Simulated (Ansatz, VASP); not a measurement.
Sn: VASP beside Ansatz

File INCAR:

```
ALGO = Normal
EDIFF = 1E-7
ENCUT = 520
GGA = RE
ISIF = 2
ISMEAR = -1
LASPH = True
LCHARG = False
LREAL = False
LWAVE = False
NBANDS = 21
NELM = 80
PREC = Accurate
SIGMA = 0.1
```

The input KPOINTS:

```
k-points
0
Gamma
  13 13 13
```

POSCAR

```
Sn
1.0
    0.0000000000      3.3110919788      3.3110919788
    3.3110919788      0.0000000000      3.3110919788
    3.3110919788      3.3110919788      0.0000000000
Sn
2
Direct
    0.5000000000      0.5000000000      0.5000000000
    0.7500000000      0.7500000000      0.7500000000
```

Input for Ansatz:

```yaml
crystal:
  lattice:
    - [0.0, 3.3110920288, 3.3110920288]
    - [3.3110920288, 0.0, 3.3110920288]
    - [3.3110920288, 3.3110920288, 0.0]
  atoms:
    - { symbol: Sn, position: [0.5, 0.5, 0.5] }
    - { symbol: Sn, position: [0.75, 0.75, 0.75] }
hamiltonian:
  xc: revpbe
  pseudopotentials:
    kind: paw
    azcp:
      Sn: "pseudopotentials/Sn.paw.azcp"
basis:
  ecutwfc: 420
  fft_grid_basis: typed
kpoints:
  mp_grid: { grid: [13, 13, 13], shift: [0, 0, 0] }
magnetization:
  spin_polarized: false
scf:
  occupations: { method: fermi_dirac, width: 0.1 }
output:
  stress: true
```

Alike in both runs: task single point; functional revPBE; k mesh 13 × 13 × 13; occupations fermi-dirac, width 0.1 eV; no spin polarisation.

|  | VASP | Ansatz |
| --- | --- | --- |
| version | VASP 6.6.1 | Ansatz 0.2.0 |
| potentials or method | VASP PAW PBE potentials, release 64 (Sn_d), cutoff 520 eV | plane waves (420 eV) with PAW, scalar-relativistic |
| valence electrons in the cell | 28 | 28 |

Ansatz gave:

* pressure (GPa): 1.5

**Question.** What did VASP give for the same quantities?

**Answer.** Pressure (GPa): 1.4.

VASP's potentials were made for PBE, not for revPBE.
